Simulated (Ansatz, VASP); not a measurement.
## Two plane-wave programs on InO

Contents of INCAR:

```
SYSTEM = InO
PREC = Accurate
ENCUT = 520
EDIFF = 1E-6
ISMEAR = 0
SIGMA = 0.03
LREAL = .False.
LASPH = .True.
NELM = 80
ALGO = Normal
ISIF = 2
LWAVE = .False.
LCHARG = .True.
GGA = PE
LELF = .True.
LVHAR = .True.
NBANDS = 27
```

File KPOINTS:

```
Automatic mesh
0
Gamma
  12 12 2
  0 0 0
```

Contents of POSCAR:

```
InO
1.0
    3.1773246972      0.0000000000      0.0000000000
   -1.5886623486      2.7516439038      0.0000000000
    0.0000000000      0.0000000000     17.1472680000
In O
2 2
Direct
    0.6666666667      0.3333333333      0.5900210000
    0.6666666667      0.3333333333      0.4099790000
    0.0000000000      0.0000000000      0.6398670000
    0.0000000000      0.0000000000      0.3601330000
```

Input for Ansatz:

```yaml
crystal:
  lattice:
    - [3.1773246972, 0.0, 0.0]
    - [-1.5886623486, 2.7516439038, 0.0]
    - [0.0, 0.0, 17.147268]
  atoms:
    - { symbol: In, position: [0.6666666667, 0.3333333333, 0.590021] }
    - { symbol: In, position: [0.6666666667, 0.3333333333, 0.409979] }
    - { symbol: O, position: [0.0, 0.0, 0.639867] }
    - { symbol: O, position: [0.0, 0.0, 0.360133] }
basis:
  ecutwfc: 420
kpoints:
  mp_grid: { grid: [12, 12, 2] }
hamiltonian:
  xc: pbe
scf:
  occupations: { method: gaussian, width: 0.03 }
output:
  forces: true
  stress: true
  eigenvalues: true
  write_density: true
  write_potential: true
  elf: true
  volumetric_format: npy
```

Change from the starting cell: strain -0.080 along x and y, +0.080 along z, atoms carried along.

Alike in both runs: task single point; functional PBE; k mesh 12 × 12 × 2; occupations gaussian, width 0.03 eV; no spin polarisation.

```csv
,VASP,Ansatz
version,VASP 6.6.1,Ansatz 0.2.0
potentials or method,"VASP PAW PBE potentials, release 64 (In_d, O), cutoff 520 eV","scalar-relativistic, plane waves, PAW"
valence electrons in the cell,38,38
```

|  | VASP | Ansatz | Ansatz less VASP |
| --- | --- | --- | --- |
| gap on the k mesh at the Fermi level (eV) | none | none | - |
| rms of the force components (eV/Å) | 1.061 | 1.031 | -0.0292 |

Atom by atom the forces differ by 0.030 eV/Å (rms over components). A gap of «none» marks a metal or a gap that the smearing closes. Ansatz's warnings: xc potential rough in thin density.
